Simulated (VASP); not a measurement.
# Si4Mo2N in VASP: single point with PBE

Aim: the single point of Si4Mo2N with PBE.

Everything below comes from runs of VASP 6.6.1. Logs are shortened: lines on timing, memory, paths and dates and some standing lists are left out, and cuts for length are marked.

## Step 1: The cell of the first run

The cell holds a slab with vacuum, 7 atoms: a = 3.217 Å, b = 3.217 Å, c = 21.879 Å, α = 90.00°, β = 90.00°, γ = 90.00°.

## Step 2: Single point, PBE

Input file INCAR:

```
SYSTEM = Si4Mo2N
PREC     = Accurate       ! precision mode
ENCUT    = 520            ! plane-wave cutoff, eV
EDIFF    = 1E-6           ! SCF threshold, eV
ISMEAR   = 0              ! smearing method
SIGMA    = 0.1            ! smearing width, eV
LREAL    = .False.        ! projectors in reciprocal space
LASPH    = .True.         ! aspherical terms in the spheres
NELM     = 100            ! most SCF steps
ALGO     = Normal         ! electronic algorithm
ISIF     = 2              ! what is computed and relaxed
LWAVE    = .False.        ! write WAVECAR
LCHARG   = .True.         ! write CHGCAR
LDIPOL   = .True.       
IDIPOL   = 3            
DIPOL    = 0.5 0.5 0.356
GGA      = PE             ! functional
LELF     = .True.         ! ELF
LVHAR    = .True.       
LVACPOTAV= .True.       
NBANDS   = 34             ! bands
```

Input file KPOINTS:

```
regular mesh
0
Gamma
  8 8 1
  0 0 0
```

Input file POSCAR:

```
Si4Mo2N
1.0
    3.2169717406      0.0000000000      0.0000000000
    0.0000000000      3.2169717406      0.0000000000
    0.0000000000      0.0000000000     21.8787970309
Si Mo N
4 2 1
Direct
    0.0000000000      0.0000000000      0.1828254083
    0.0000000000      0.0000000000      0.3015081460
    0.5000000000      0.5000000000      0.3593659940
    0.5000000000      0.5000000000      0.4794993620
    0.5000000000      0.5000000000      0.2421667771
    0.0000000000      0.0000000000      0.4192862009
    0.5000000000      1.0000000000      0.5064790554
```

Potentials or basis: VASP PAW PBE potentials, release 64 (Si, Mo_sv, N).

Launch:

```sh
> cat potpaw_PBE.64/Si/POTCAR potpaw_PBE.64/Mo_sv/POTCAR potpaw_PBE.64/N/POTCAR > POTCAR
> mpirun -np 1 vasp_std > vasp.out
```

OUTCAR:

```text
SYSTEM = Si4Mo2N
   PREC = Accurate
   ENCUT = 520
   EDIFF = 1E-6
   ISMEAR = 0
   LREAL = .False.
   LASPH = .True.
   NELM = 100
   ISIF = 2
   GGA = PE

 ion  position               nearest neighbor table
   1  0.000  0.000  0.183-   2 2.60   5 2.62   5 2.62   5 2.62   5 2.62
   2  0.000  0.000  0.302-   6 2.58   1 2.60   3 2.60   3 2.60   3 2.60   3 2.60   5 2.62   5 2.62
                             5 2.62   5 2.62
   3  0.500  0.500  0.359-   5 2.56   2 2.60   2 2.60   2 2.60   2 2.60   6 2.63   6 2.63   6 2.63
                             6 2.63   4 2.63
   4  0.500  0.500  0.479-   7 1.71   7 1.71   3 2.63   6 2.63   6 2.63   6 2.63   6 2.63
   5  0.500  0.500  0.242-   3 2.56   1 2.62   1 2.62   1 2.62   1 2.62   2 2.62   2 2.62   2 2.62
                             2 2.62
   6  0.000  0.000  0.419-   7 2.50   7 2.50   2 2.58   3 2.63   3 2.63   3 2.63   3 2.63   4 2.63
                             4 2.63   4 2.63   4 2.63
   7  0.500  0.000  0.506-   4 1.71   4 1.71   6 2.50   6 2.50

  LATTYP: Found a simple tetragonal cell.
 ALAT       =     3.2169717406
 C/A-ratio  =     6.8010535358

  Lattice vectors:

 A1 = (   3.2169717406,   0.0000000000,   0.0000000000)
 A2 = (   0.0000000000,   3.2169717406,   0.0000000000)
 A3 = (   0.0000000000,   0.0000000000,  21.8787970309)

Analysis of symmetry for initial positions (statically):
=====================================================================
 Subroutine PRICEL returns:
 Original cell was already a primitive cell.

 Routine SETGRP: Setting up the symmetry group for a
 simple tetragonal supercell.

 Subroutine GETGRP returns: Found  4 space group operations
 (whereof  4 operations were pure point group operations)
 out of a pool of 16 trial point group operations.

The static configuration has the point symmetry C_2v.

Analysis of symmetry for dynamics (positions and initial velocities):
=====================================================================
 Subroutine PRICEL returns:
 Original cell was already a primitive cell.

 Routine SETGRP: Setting up the symmetry group for a
 simple tetragonal supercell.

 Subroutine GETGRP returns: Found  4 space group operations
 (whereof  4 operations were pure point group operations)
 out of a pool of 16 trial point group operations.

The dynamic configuration has the point symmetry C_2v.

 Subroutine INISYM returns: Found  4 space group operations
 (whereof  4 operations are pure point group operations),
 and found     1 'primitive' translations

----------------------------------------------------------------------------------------

                                     Primitive cell

  volume of cell :     226.4216

  direct lattice vectors                    reciprocal lattice vectors
     3.216971741  0.000000000  0.000000000     0.310851347  0.000000000  0.000000000
     0.000000000  3.216971741  0.000000000     0.000000000  0.310851347  0.000000000
     0.000000000  0.000000000 21.878797031     0.000000000  0.000000000  0.045706352

  length of vectors
     3.216971741  3.216971741 21.878797031     0.310851347  0.310851347  0.045706352

  position of ions in fractional coordinates (direct lattice)
     0.000000000  0.000000000  0.182825408
     0.000000000  0.000000000  0.301508146
     0.500000000  0.500000000  0.359365994
     0.500000000  0.500000000  0.479499362
     0.500000000  0.500000000  0.242166777
     0.000000000  0.000000000  0.419286201
     0.500000000  0.000000000  0.506479055

  ion indices of the primitive-cell ions
   primitive index   ion index
                 1           1
                 2           2
                 3           3
                 4           4
                 5           5
                 6           6
                 7           7

----------------------------------------------------------------------------------------

 KPOINTS: regular mesh

Automatic generation of k-mesh.
 Grid dimensions read from file:
 generate k-points for:    8    8    1

 Generating k-lattice:

  Cartesian coordinates                     Fractional coordinates (reciprocal lattice)
     0.038856418  0.000000000  0.000000000     0.125000000  0.000000000  0.000000000
     0.000000000  0.038856418  0.000000000     0.000000000  0.125000000  0.000000000
     0.000000000  0.000000000  0.045706352     0.000000000  0.000000000  1.000000000

  Length of vectors
     0.038856418  0.038856418  0.045706352

  Shift w.r.t. Gamma in fractional coordinates (k-lattice)
     0.000000000  0.000000000  0.000000000

 Subroutine IBZKPT returns following result:
 ===========================================

 Found     25 irreducible k-points:

 Following reciprocal coordinates:
            Coordinates               Weight
  0.000000  0.000000  0.000000      1.000000
  0.125000  0.000000  0.000000      2.000000
  0.000000  0.125000  0.000000      2.000000
  0.250000  0.000000  0.000000      2.000000
  0.000000  0.250000  0.000000      2.000000
  0.375000  0.000000  0.000000      2.000000
[... 16 lines left out ...]
  0.500000  0.375000  0.000000      2.000000
 -0.375000  0.500000  0.000000      2.000000
   k-points           NKPTS =     25   k-points in BZ     NKDIM =     25   number of bands    NBANDS=     34
   number of dos      NEDOS =    301   number of ions     NIONS =      7
   total plane-waves  NPLWV =  96768
   dimension x,y,z NGX =    24 NGY =   24 NGZ =  168
   dimension x,y,z NGXF=    48 NGYF=   48 NGZF=  336
   ions per type =               4   2   1
   NGX,Y,Z   is equivalent  to a cutoff of  12.40, 12.40, 12.77 a.u.
   NGXF,Y,Z  is equivalent  to a cutoff of  24.81, 24.81, 25.53 a.u.
 SYSTEM =  Si4Mo2N
   PREC   = accura    normal or accurate (medium, high low for compatibility)
   ISTART =      0    job   : 0-new  1-cont  2-samecut
   ICHARG =      2    charge: 1-file 2-atom 10-const
   ISPIN  =      1    spin polarized calculation?
   LNONCOLLINEAR =      F non collinear calculations
   LSORBIT =      F    spin-orbit coupling
   LASPH  =      T    aspherical Exc in radial PAW
   ENCUT  =  520.0 eV  38.22 Ry    6.18 a.u.   5.98  5.98 40.68*2*pi/ulx,y,z
   NELM   =    100;   NELMIN=  2; NELMDL= -5     # of ELM steps
   EDIFF  = 0.1E-05   stopping-criterion for ELM
   LREAL  =      F    real-space projection
   EDIFFG = 0.1E-04   stopping-criterion for IOM
   NSW    =      0    number of steps for IOM
   IBRION =     -1    ionic relax: 0-MD 1-quasi-New 2-CG
   NFREE  =      0    steps in history (QN), initial steepest desc. (CG)
   ISIF   =      2    stress and relaxation
   ISYM   =      2    0-nonsym 1-usesym 2-fastsym
   POTIM  = 0.5000    time-step for ionic-motion
   TEBEG  =    0.0;   TEEND  =   0.0 temperature during run
   PSTRESS=    0.0 pullay stress
   NELECT =      49.0000    total number of electrons
   NUPDOWN=      -1.0000    fix difference up-down
   EMIN   =  10.00;   EMAX   =-10.00  energy-range for DOS
   EFERMI =   0.00;   METHOD = LEGACY
   ISMEAR =     0;   SIGMA  =   0.10  broadening in eV -4-tet -1-fermi 0-gaus
   EFERMI_NEDOS =   21; number of points for ismear=-14 and -15
   IALGO  =     38    algorithm
   IMIX   =      4    mixing-type and parameters
     AMIX     =   0.40;   BMIX     =  1.00
     AMIX_MAG =   1.60;   BMIX_MAG =  1.00
  volume/ion in A,a.u.               =      32.35       218.28
  Fermi-wavevector in a.u.,A,eV,Ry     =   0.982881  1.857376 13.143973  0.966055
  Thomas-Fermi vector in A             =   2.113997
   LORBIT       =      0    0 simple, 1 ext, 2 COOP (PROOUT), +10 PAW based schemes
   GGA     = PE    functional components
   LHFCALC =     F    Hartree Fock is set to
   AEXX    =    0.0000 exact exchange contribution
   IVDW    =     0    specifies the selected vdW correction
   LEPSILON=     F    determine dielectric tensor
   LRPA    =     F    only Hartree local field effects (RPA)
 non-spin polarized calculation
 Gauss-broadening in eV      SIGMA  =   0.10
  energy-cutoff  :      520.00
  volume of cell :      226.42
 maximum number of plane-waves:      6156
   NGX = 11   NGY = 11   NGZ = 81

 dipolmoment           0.000000      0.000000     -0.599222 electrons x Angstroem

 number of electron      49.0000004 magnetization

 dipolmoment           0.000000      0.000000      0.017504 electrons x Angstroem

 Free energy of the ion-electron system (eV)
  ---------------------------------------------------
  ext. energy  EPLUGINS =         0.00000000
  ---------------------------------------------------
  free energy    TOTEN  =       -52.27570575 eV

  energy without entropy =      -52.25660119  energy(sigma->0) =      -52.26615347

 E-fermi :   1.8247     XC(G=0):  -5.6269

 val. band max:        1.7583831628   @ k =   0.2500   0.1250   0.0000
 cond. band min:       1.8292762693   @ k =   0.2500   0.0000   0.0000
 fundamental gap:      0.0708931065
 Fermi energy:         1.8247065577

 k-point     1 :       0.0000    0.0000    0.0000
  band No.  band energies     occupation
      1     -59.3581      2.00000
      2     -58.8323      2.00000
      3     -33.5802      2.00000
      4     -33.4921      2.00000
      5     -33.2929      2.00000
      6     -32.9813      2.00000
[... 26 lines left out ...]
     33       5.7698      0.00000
     34       5.9117      0.00000

 k-point     2 :       0.1250    0.0000    0.0000
  band No.  band energies     occupation
      1     -59.3556      2.00000
      2     -58.8298      2.00000
      3     -33.5753      2.00000
      4     -33.5289      2.00000
      5     -33.2894      2.00000
      6     -32.9770      2.00000
[... 26 lines left out ...]
     33       6.1119      0.00000
     34       6.1607      0.00000

 k-point     3 :       0.0000    0.1250    0.0000
  band No.  band energies     occupation
      1     -59.3557      2.00000
      2     -58.8298      2.00000
      3     -33.5760      2.00000
      4     -33.4887      2.00000
      5     -33.3284      2.00000
      6     -32.9770      2.00000
[... 26 lines left out ...]
     33       6.1641      0.00000
     34       6.1823      0.00000

 k-point     4 :       0.2500    0.0000    0.0000
  band No.  band energies     occupation
      1     -59.3495      2.00000
      2     -58.8238      2.00000
      3     -33.6177      2.00000
      4     -33.5625      2.00000
      5     -33.2809      2.00000
      6     -33.0195      2.00000
[... 26 lines left out ...]
     33       6.3953      0.00000
     34       6.9301      0.00000

 k-point     5 :       0.0000    0.2500    0.0000
  band No.  band energies     occupation
      1     -59.3499      2.00000
      2     -58.8238      2.00000
      3     -33.5656      2.00000
      4     -33.4806      2.00000
      5     -33.4132      2.00000
      6     -33.0205      2.00000
[... 621 lines left out ...]
 k-point    22 :       0.3750    0.3750    0.0000
  band No.  band energies     occupation
      1     -59.3296      2.00000
      2     -58.8038      2.00000
      3     -33.6747      2.00000
      4     -33.5280      2.00000
      5     -33.4662      2.00000
      6     -33.0761      2.00000
[... 26 lines left out ...]
     33       5.8810      0.00000
     34       6.4596      0.00000

 k-point    23 :       0.5000    0.3750    0.0000
  band No.  band energies     occupation
      1     -59.3271      2.00000
      2     -58.8014      2.00000
      3     -33.7087      2.00000
      4     -33.5234      2.00000
      5     -33.4610      2.00000
      6     -33.1066      2.00000
[... 26 lines left out ...]
     33       5.8280      0.00000
     34       6.3167      0.00000

 k-point    24 :      -0.3750    0.5000    0.0000
  band No.  band energies     occupation
      1     -59.3272      2.00000
      2     -58.8014      2.00000
      3     -33.6696      2.00000
      4     -33.5242      2.00000
      5     -33.4989      2.00000
      6     -33.1076      2.00000
[... 26 lines left out ...]
     33       5.8377      0.00000
     34       6.2472      0.00000

 [... further k-points ...]
[... 5 lines left out ...]
  --------------------------------------------------------------------------------------
  -------------------------------------------------------------------------------------
  Total       -0.1862185     -1.3695158     -1.0078420      0.0000000      0.0000000      0.0000000
  in kB       -1.3176969     -9.6908016     -7.1315693      0.0000000      0.0000000      0.0000000
  external PRESSURE =      -6.0466893 kB  Pullay stress =       0.0000000 kB

 VOLUME and BASIS-vectors are now :
 -----------------------------------------------------------------------------
  energy-cutoff  :      520.00
  volume of cell :      226.42
      direct lattice vectors                 reciprocal lattice vectors
     3.216971741  0.000000000  0.000000000     0.310851347  0.000000000  0.000000000
     0.000000000  3.216971741  0.000000000     0.000000000  0.310851347  0.000000000
     0.000000000  0.000000000 21.878797031     0.000000000  0.000000000  0.045706352

 POSITION                                       TOTAL-FORCE (eV/Angst)
 -----------------------------------------------------------------------------------
      0.00000      0.00000      4.00000         0.000000      0.000000      0.511144
      0.00000      0.00000      6.59664         0.000000      0.000000     -0.596738
      1.60849      1.60849      7.86250         0.000000      0.000000      0.134094
      1.60849      1.60849     10.49087         0.000000      0.000000      0.009178
      1.60849      1.60849      5.29832         0.000000      0.000000     -0.071131
      0.00000      0.00000      9.17348         0.000000      0.000000      0.002806
      1.60849      0.00000     11.08115         0.000000      0.000000      0.010647
 -----------------------------------------------------------------------------------
    total drift:                                0.000000      0.000000      0.000224

  FREE ENERGIE OF THE ION-ELECTRON SYSTEM (eV)
  ---------------------------------------------------
  free  energy   TOTEN  =       -52.2757057536 eV

  energy  without entropy=      -52.2566011878  energy(sigma->0) =      -52.26615347

 vacuum level on the upper side and lower side of the slab         6.559         6.253
```

It took 6 min on 1 thread of Intel Xeon 6975P-C, shared host; peak memory 0.4 GiB.

What came out:

```
Free energy   : -52.2757 eV
Largest force : 0.597 eV/Å
```

Forces on the atoms (eV/Å):
```
Si   0.000  0.000  0.511
Si   0.000  0.000 -0.597
Si   0.000  0.000  0.134
Si   0.000  0.000  0.009
Mo   0.000  0.000 -0.071
Mo   0.000  0.000  0.003
N    0.000  0.000  0.011
```
